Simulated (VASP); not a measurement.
# GaP (R-3m) in VASP: further runs

GaP is run at these levels: BLYP, LDA, PBEsol; tasks: single point.

Everything below comes from runs of VASP 6.6.1. Logs are shortened: lines on timing, memory, paths and dates and some standing lists are left out, and cuts for length are marked.

## (1) The cell of the first run

Symmetry: R-3m, No. 166, trigonal system. Conventional cell: a = 3.886 Å, b = 3.886 Å, c = 19.292 Å, α = 90.00°, β = 90.00°, γ = 120.00°. Ga (site symmetry 3m) has 3 P at 2.40 Å and 1 Ga at 2.49 Å within 3.2 Å. P (site symmetry 3m) has 1 P at 2.21 Å and 3 Ga at 2.40 Å within 2.9 Å.

## (2) Single point, BLYP

INCAR reads:

```
SYSTEM = GaP
PREC = Accurate
ENCUT = 520
EDIFF = 1E-7
ISMEAR = 0
SIGMA = 0.01
LREAL = .FALSE.
LASPH = .TRUE.
NELM = 80
ALGO = Normal
ISIF = 2
LWAVE = .FALSE.
LCHARG = .FALSE.
GGA = B5
ALDAX = 1.0
AGGAX = 1.0
AGGAC = 1.0
ALDAC = 0.0
NBANDS = 26
```

KPOINTS reads:

```
Automatic mesh
0
G
  6 6 6
  0 0 0
```

POSCAR reads:

```
GaP
1.0
    1.9430151800      1.1218003300      6.4308101000
   -1.9430151800      1.1218003300      6.4308101000
    0.0000000000     -2.2436006700      6.4308101000
Ga P
2 2
Direct
    0.4353720000      0.4353720000      0.4353720000
    0.5646280000      0.5646280000      0.5646280000
    0.0573890000      0.0573890000      0.0573890000
    0.9426110000      0.9426110000      0.9426110000
```

Potentials or basis: VASP PAW PBE potentials, release 64 (Ga_d, P).

Run with:

```bash
$ cat potpaw_PBE.64/Ga_d/POTCAR potpaw_PBE.64/P/POTCAR > POTCAR
$ mpirun -np 1 vasp_std > vasp.out
```

OUTCAR:

```text
SYSTEM = GaP
   PREC = Accurate
   ENCUT = 520
   EDIFF = 1E-7
   ISMEAR = 0
   LREAL = .FALSE.
   LASPH = .TRUE.
   NELM = 80
   ISIF = 2
   GGA = B5

 ion  position               nearest neighbor table
   1  0.435  0.435  0.435-   3 2.40   3 2.40   3 2.40   2 2.49
   2  0.565  0.565  0.565-   4 2.40   4 2.40   4 2.40   1 2.49
   3  0.057  0.057  0.057-   4 2.21   1 2.40   1 2.40   1 2.40
   4  0.943  0.943  0.943-   3 2.21   2 2.40   2 2.40   2 2.40

  LATTYP: Found a trigonal (rhomboedric) cell.
 ALAT       =     6.8109516598
 COS(alpha) =     0.8372328404

  Lattice vectors:

 A1 = (   1.9430151800,   1.1218003300,   6.4308101000)
 A2 = (  -1.9430151800,   1.1218003300,   6.4308101000)
 A3 = (   0.0000000000,  -2.2436006700,   6.4308101000)

Analysis of symmetry for initial positions (statically):
=====================================================================
 Subroutine PRICEL returns:
 Original cell was already a primitive cell.

 Routine SETGRP: Setting up the symmetry group for a
 trigonal (rhombohedral) supercell.

 Subroutine GETGRP returns: Found 12 space group operations
 (whereof 12 operations were pure point group operations)
 out of a pool of 12 trial point group operations.

The static configuration has the point symmetry D_3d.

Analysis of symmetry for dynamics (positions and initial velocities):
=====================================================================
 Subroutine PRICEL returns:
 Original cell was already a primitive cell.

 Routine SETGRP: Setting up the symmetry group for a
 trigonal (rhombohedral) supercell.

 Subroutine GETGRP returns: Found 12 space group operations
 (whereof 12 operations were pure point group operations)
 out of a pool of 12 trial point group operations.

The dynamic configuration has the point symmetry D_3d.

 Subroutine INISYM returns: Found 12 space group operations
 (whereof 12 operations are pure point group operations),
 and found     1 'primitive' translations

----------------------------------------------------------------------------------------

                                     Primitive cell

  volume of cell :      84.1025

  direct lattice vectors                    reciprocal lattice vectors
     1.943015180  1.121800330  6.430810100     0.257332009  0.148570705  0.051833801
    -1.943015180  1.121800330  6.430810100    -0.257332009  0.148570705  0.051833801
     0.000000000 -2.243600670  6.430810100     0.000000000 -0.297141410  0.051833801

  length of vectors
     6.810951660  6.810951660  6.810951660     0.301628514  0.301628514  0.301628515

  position of ions in fractional coordinates (direct lattice)
     0.435372000  0.435372000  0.435372000
     0.564628000  0.564628000  0.564628000
     0.057389000  0.057389000  0.057389000
     0.942611000  0.942611000  0.942611000

  ion indices of the primitive-cell ions
   primitive index   ion index
                 1           1
                 2           2
                 3           3
                 4           4

----------------------------------------------------------------------------------------

 KPOINTS: Automatic mesh

Automatic generation of k-mesh.
 Grid dimensions read from file:
 generate k-points for:    6    6    6

 Generating k-lattice:

  Cartesian coordinates                     Fractional coordinates (reciprocal lattice)
     0.042888668  0.024761784  0.008638967     0.166666667  0.000000000  0.000000000
    -0.042888668  0.024761784  0.008638967     0.000000000  0.166666667  0.000000000
     0.000000000 -0.049523568  0.008638967     0.000000000  0.000000000  0.166666667

  Length of vectors
     0.050271419  0.050271419  0.050271419

  Shift w.r.t. Gamma in fractional coordinates (k-lattice)
     0.000000000  0.000000000  0.000000000

 Subroutine IBZKPT returns following result:
 ===========================================

 Found     32 irreducible k-points:

 Following reciprocal coordinates:
            Coordinates               Weight
  0.000000  0.000000  0.000000      1.000000
  0.166667  0.000000  0.000000      6.000000
  0.333333 -0.000000  0.000000      6.000000
  0.500000  0.000000  0.000000      3.000000
  0.166667  0.166667 -0.000000      6.000000
  0.333333  0.166667  0.000000     12.000000
[... 16 lines left out ...]
  0.500000  0.500000  0.166667      6.000000
 -0.333333  0.500000  0.166667     12.000000
 [... further k-points ...]
   k-points           NKPTS =     32   k-points in BZ     NKDIM =     32   number of bands    NBANDS=     26
   number of dos      NEDOS =    301   number of ions     NIONS =      4
   total plane-waves  NPLWV = 157464
   dimension x,y,z NGX =    54 NGY =   54 NGZ =   54
   dimension x,y,z NGXF=   108 NGYF=  108 NGZF=  108
   ions per type =               2   2
   NGX,Y,Z   is equivalent  to a cutoff of  13.18, 13.18, 13.18 a.u.
   NGXF,Y,Z  is equivalent  to a cutoff of  26.36, 26.36, 26.36 a.u.
 SYSTEM =  GaP
   PREC   = accura    normal or accurate (medium, high low for compatibility)
   ISTART =      0    job   : 0-new  1-cont  2-samecut
   ICHARG =      2    charge: 1-file 2-atom 10-const
   ISPIN  =      1    spin polarized calculation?
   LNONCOLLINEAR =      F non collinear calculations
   LSORBIT =      F    spin-orbit coupling
   LASPH  =      T    aspherical Exc in radial PAW
   ENCUT  =  520.0 eV  38.22 Ry    6.18 a.u.  12.66 12.66 12.66*2*pi/ulx,y,z
   NELM   =     80;   NELMIN=  2; NELMDL= -5     # of ELM steps
   EDIFF  = 0.1E-06   stopping-criterion for ELM
   LREAL  =      F    real-space projection
   EDIFFG = 0.1E-05   stopping-criterion for IOM
   NSW    =      0    number of steps for IOM
   IBRION =     -1    ionic relax: 0-MD 1-quasi-New 2-CG
   NFREE  =      0    steps in history (QN), initial steepest desc. (CG)
   ISIF   =      2    stress and relaxation
   ISYM   =      2    0-nonsym 1-usesym 2-fastsym
   POTIM  = 0.5000    time-step for ionic-motion
   TEBEG  =    0.0;   TEEND  =   0.0 temperature during run
   PSTRESS=    0.0 pullay stress
   NELECT =      36.0000    total number of electrons
   NUPDOWN=      -1.0000    fix difference up-down
   EMIN   =  10.00;   EMAX   =-10.00  energy-range for DOS
   EFERMI =   0.00;   METHOD = LEGACY
   ISMEAR =     0;   SIGMA  =   0.01  broadening in eV -4-tet -1-fermi 0-gaus
   EFERMI_NEDOS =   21; number of points for ismear=-14 and -15
   IALGO  =     38    algorithm
   IMIX   =      4    mixing-type and parameters
     AMIX     =   0.40;   BMIX     =  1.00
     AMIX_MAG =   1.60;   BMIX_MAG =  1.00
  volume/ion in A,a.u.               =      21.03       141.89
  Fermi-wavevector in a.u.,A,eV,Ry     =   1.233785  2.331515 20.711129  1.522225
  Thomas-Fermi vector in A             =   2.368501
   LORBIT       =      0    0 simple, 1 ext, 2 COOP (PROOUT), +10 PAW based schemes
   GGA     = B5    functional components
   LHFCALC =     F    Hartree Fock is set to
   AEXX    =    0.0000 exact exchange contribution
   IVDW    =     0    specifies the selected vdW correction
   LEPSILON=     F    determine dielectric tensor
   LRPA    =     F    only Hartree local field effects (RPA)
 non-spin polarized calculation
 Gauss-broadening in eV      SIGMA  =   0.01
  energy-cutoff  :      520.00
  volume of cell :       84.10
 maximum number of plane-waves:      2282
 NGX is ok and might be reduce to    54
   NGX = 25   NGY = 25   NGZ = 25

 number of electron      36.0000008 magnetization

 Free energy of the ion-electron system (eV)
  ---------------------------------------------------
  ext. energy  EPLUGINS =         0.00000000
  ---------------------------------------------------
  free energy    TOTEN  =       -15.05700633 eV

  energy without entropy =      -15.05700633  energy(sigma->0) =      -15.05700633

 E-fermi :   5.0925     XC(G=0):  -9.0920

 val. band max:        5.0222210360   @ k =   0.0000   0.0000   0.0000
 cond. band min:       5.9682307611   @ k =   0.5000   0.5000   0.0000
 fundamental gap:      0.9460097252
 Fermi energy:         5.0925451070

 k-point     1 :       0.0000    0.0000    0.0000
  band No.  band energies     occupation
      1      -9.7957      2.00000
      2      -9.6697      2.00000
      3      -9.6697      2.00000
      4      -9.6546      2.00000
      5      -9.6546      2.00000
      6      -9.6035      2.00000
[... 18 lines left out ...]
     25       9.5348      0.00000
     26      13.3736      0.00000

 k-point     2 :       0.1667    0.0000    0.0000
  band No.  band energies     occupation
      1      -9.7904      2.00000
      2      -9.6988      2.00000
      3      -9.6689      2.00000
      4      -9.6670      2.00000
      5      -9.6439      2.00000
      6      -9.6081      2.00000
[... 18 lines left out ...]
     25      10.4028      0.00000
     26      12.8323      0.00000

 k-point     3 :       0.3333   -0.0000    0.0000
  band No.  band energies     occupation
      1      -9.7822      2.00000
      2      -9.7474      2.00000
      3      -9.6910      2.00000
      4      -9.6637      2.00000
      5      -9.6224      2.00000
      6      -9.6180      2.00000
[... 18 lines left out ...]
     25      11.8675      0.00000
     26      12.1819      0.00000

 k-point     4 :       0.5000    0.0000    0.0000
  band No.  band energies     occupation
      1      -9.7781      2.00000
      2      -9.7699      2.00000
      3      -9.6990      2.00000
      4      -9.6628      2.00000
      5      -9.6232      2.00000
      6      -9.6117      2.00000
[... 18 lines left out ...]
     25      11.4454      0.00000
     26      11.7426      0.00000

 k-point     5 :       0.1667    0.1667   -0.0000
  band No.  band energies     occupation
      1      -9.7902      2.00000
      2      -9.6947      2.00000
      3      -9.6719      2.00000
      4      -9.6682      2.00000
      5      -9.6435      2.00000
      6      -9.6080      2.00000
[... 18 lines left out ...]
     25      10.6921      0.00000
     26      12.2400      0.00000

 k-point     6 :       0.3333    0.1667    0.0000
  band No.  band energies     occupation
      1      -9.7824      2.00000
      2      -9.7289      2.00000
      3      -9.6911      2.00000
      4      -9.6624      2.00000
      5      -9.6355      2.00000
      6      -9.6087      2.00000
[... 427 lines left out ...]
 k-point    21 :      -0.3333    0.3333    0.1667
  band No.  band energies     occupation
      1      -9.7667      2.00000
      2      -9.7624      2.00000
      3      -9.7059      2.00000
      4      -9.6613      2.00000
      5      -9.6345      2.00000
      6      -9.6040      2.00000
[... 18 lines left out ...]
     25      11.8495      0.00000
     26      12.6873      0.00000

 k-point    22 :      -0.1667    0.3333    0.1667
  band No.  band energies     occupation
      1      -9.7781      2.00000
      2      -9.7497      2.00000
      3      -9.7084      2.00000
      4      -9.6626      2.00000
      5      -9.6332      2.00000
      6      -9.6038      2.00000
[... 18 lines left out ...]
     25      12.2634      0.00000
     26      12.6679      0.00000

 k-point    23 :       0.5000    0.5000    0.1667
  band No.  band energies     occupation
      1      -9.7786      2.00000
      2      -9.7292      2.00000
      3      -9.7049      2.00000
      4      -9.6672      2.00000
      5      -9.6221      2.00000
      6      -9.6185      2.00000
[... 18 lines left out ...]
     25      12.8212      0.00000
     26      13.1909      0.00000

 k-point    24 :      -0.3333    0.5000    0.1667
  band No.  band energies     occupation
      1      -9.7710      2.00000
      2      -9.7493      2.00000
      3      -9.7128      2.00000
      4      -9.6629      2.00000
      5      -9.6338      2.00000
      6      -9.6039      2.00000
[... 18 lines left out ...]
     25      12.8191      0.00000
     26      12.9249      0.00000

 [... further k-points ...]
[... 5 lines left out ...]
  --------------------------------------------------------------------------------------
  -------------------------------------------------------------------------------------
  Total        2.0428753      2.0428753      1.9059192      0.0000000     -0.0000000     -0.0000000
  in kB       38.9173937     38.9173934     36.3083387      0.0000000     -0.0000000     -0.0000000
  external PRESSURE =      38.0477086 kB  Pullay stress =       0.0000000 kB

 VOLUME and BASIS-vectors are now :
 -----------------------------------------------------------------------------
  energy-cutoff  :      520.00
  volume of cell :       84.10
      direct lattice vectors                 reciprocal lattice vectors
     1.943015180  1.121800330  6.430810100     0.257332009  0.148570705  0.051833801
    -1.943015180  1.121800330  6.430810100    -0.257332009  0.148570705  0.051833801
     0.000000000 -2.243600670  6.430810100     0.000000000 -0.297141410  0.051833801

 POSITION                                       TOTAL-FORCE (eV/Angst)
 -----------------------------------------------------------------------------------
      0.00000     -0.00000      8.39938         0.000000     -0.000000      0.149917
      0.00000     -0.00000     10.89305         0.000000      0.000000     -0.149917
      0.00000     -0.00000      1.10717         0.000000     -0.000000      0.058250
      0.00000     -0.00000     18.18526         0.000000      0.000000     -0.058250
 -----------------------------------------------------------------------------------
    total drift:                                0.000000      0.000000      0.000000

  FREE ENERGIE OF THE ION-ELECTRON SYSTEM (eV)
  ---------------------------------------------------
  free  energy   TOTEN  =       -15.0570063305 eV

  energy  without entropy=      -15.0570063305  energy(sigma->0) =      -15.05700633
```

Wall time 6.7 min (1 thread of AMD EPYC 7R43 (Zen 3), shared host); peak memory 0.32 GiB.

What came out:

```
Free energy            : -15.0570 eV
Pressure               : 3.8 GPa
Largest force          : 0.150 eV/Å
Band gap on the k mesh : 0.95 eV (least direct gap 1.19 eV)
```

Forces on the atoms (eV/Å):
```
Ga   0.000  0.000  0.150
Ga   0.000  0.000 -0.150
P    0.000  0.000  0.058
P    0.000  0.000 -0.058
```

Caveat: the cell stands under pressure; the PAW data sets were made with another functional, which shifts forces and pressure a little.

## (3) Single point, LDA

INCAR reads:

```
SYSTEM = GaP
PREC     = Accurate       ! precision mode
ENCUT    = 520            ! plane-wave cutoff, eV
EDIFF    = 1E-6           ! SCF threshold, eV
ISMEAR   = 0              ! smearing method
SIGMA    = 0.01           ! smearing width, eV
LREAL    = .False.        ! projectors in reciprocal space
LASPH    = .True.         ! aspherical terms in the spheres
NELM     = 60             ! most SCF steps
ALGO     = Normal         ! electronic algorithm
ISIF     = 2              ! what is computed and relaxed
LWAVE    = .False.        ! write WAVECAR
LCHARG   = .False.        ! write CHGCAR
GGA      = CA             ! functional
NBANDS   = 26             ! bands
```

KPOINTS reads:

```
regular mesh
0
Gamma
  6 6 6
  0 0 0
```

POSCAR is that of step 2.

Potentials or basis: VASP PAW LDA potentials, release 64 (Ga_d, P).

Run with:

```bash
$ cat potpaw_LDA.64/Ga_d/POTCAR potpaw_LDA.64/P/POTCAR > POTCAR
$ mpirun -np 1 vasp_std > vasp.out
```

Run time: 4.3 min. Hardware: 1 thread of AMD EPYC 7R43 (Zen 3), shared host; peak memory 0.27 GiB.

The run converged. Its results:

- Free energy: -20.3038 eV
- Pressure: -4.7 GPa
- Largest force: 0.093 eV/Å
- Band gap on the k mesh: 0.72 eV (least direct gap 0.97 eV)

Forces on the atoms (eV/Å):
```
Ga   0.000  0.000  0.045
Ga   0.000  0.000 -0.045
P    0.000  0.000  0.093
P    0.000  0.000 -0.093
```

Levels at points of the mesh, in eV from the valence-band top:
```csv
k point,band 15,band 16,band 17,band 18,band 19,band 20,band 21,band 22
"(0.00, 0.00, 0.00)",-1.79,-0.28,0.00,0.00,0.97,1.33,2.68,3.59
"(0.50, 0.00, 0.00)",-4.48,-2.83,-2.72,-1.75,1.50,2.60,3.53,4.37
"(0.50, 0.50, 0.00)",-3.79,-3.10,-1.21,-0.52,0.72,1.36,1.38,3.95
"(0.50, 0.50, 0.50)",-1.70,-1.70,-0.26,-0.26,0.97,2.23,3.78,3.78
```

Caveat: the cell stands under tension. A k mesh can miss the band edges.

## (4) Single point, PBEsol

INCAR reads:

```
SYSTEM = GaP
ALGO = Normal
EDIFF = 1E-6
ENCUT = 520
GGA = PS
ISIF = 2
ISMEAR = 0
LASPH = .TRUE.
LCHARG = .TRUE.
LELF = .TRUE.
LREAL = .FALSE.
LVHAR = .TRUE.
LWAVE = .FALSE.
NBANDS = 26
NELM = 80
PREC = Accurate
SIGMA = 0.01
```

KPOINTS reads:

```
k-points
0
G
  6 6 6
  0 0 0
```

POSCAR is that of step 3.

Potentials or basis: VASP PAW PBE potentials, release 64 (Ga_d, P).

Run with:

```bash
$ cat potpaw_PBE.64/Ga_d/POTCAR potpaw_PBE.64/P/POTCAR > POTCAR
$ mpirun -np 1 vasp_std > vasp.out
```

Run time: 5 min. Hardware: 1 thread of AMD EPYC 7R43 (Zen 3), shared host; peak memory 0.35 GiB.

The run converged. Its results:

| Property | Result |
| --- | --- |
| Free energy | -19.2856 eV |
| Pressure | -2.8 GPa |
| Largest force | 0.090 eV/Å |
| Band gap on the k mesh | 0.74 eV (least direct gap 1.02 eV) |

Forces on the atoms (eV/Å):
```
Ga   0.000  0.000  0.041
Ga   0.000  0.000 -0.041
P    0.000  0.000  0.090
P    0.000  0.000 -0.090
```

Stress tensor (GPa, compression positive):
```
-2.93  0.00  0.00
 0.00 -2.93  0.00
 0.00  0.00 -2.67
```

Levels at points of the mesh, in eV from the valence-band top:
```csv
k point,band 16,band 17,band 18,band 19,band 20,band 21
"(0.00, 0.00, 0.00)",-0.26,0.00,0.00,1.02,1.45,2.70
"(0.50, 0.00, 0.00)",-2.85,-2.71,-1.75,1.52,2.62,3.57
"(0.50, 0.50, 0.00)",-3.11,-1.22,-0.51,0.74,1.38,1.45
"(0.50, 0.50, 0.50)",-1.71,-0.25,-0.25,1.03,2.29,3.80
```

Caveat: the PAW data sets were made with another functional, which shifts forces and pressure a little. A k mesh can miss the band edges.

## (5) The runs side by side

| level | potentials or basis | gap on the mesh (eV) | pressure (GPa) | largest force (eV/Å) |
| --- | --- | --- | --- | --- |
| BLYP | VASP PAW PBE potentials, release 64 (Ga_d, P) | 0.95 | 3.8 | 0.15 |
| LDA | VASP PAW LDA potentials, release 64 (Ga_d, P) | 0.72 | -4.7 | 0.09 |
| PBEsol | VASP PAW PBE potentials, release 64 (Ga_d, P) | 0.74 | -2.8 | 0.09 |

Alike in all rows: task single point; no spin polarisation; cell as given; k mesh 6 × 6 × 6; cutoff (eV) 520; smearing gaussian 0.01 eV.

Caveats: the PAW data sets were made with another functional, which shifts forces and pressure a little (at least some runs); the cell stands under pressure (at least some runs); the cell stands under tension (at least some runs).

Absolute energies hang on the potentials; compare differences alone.
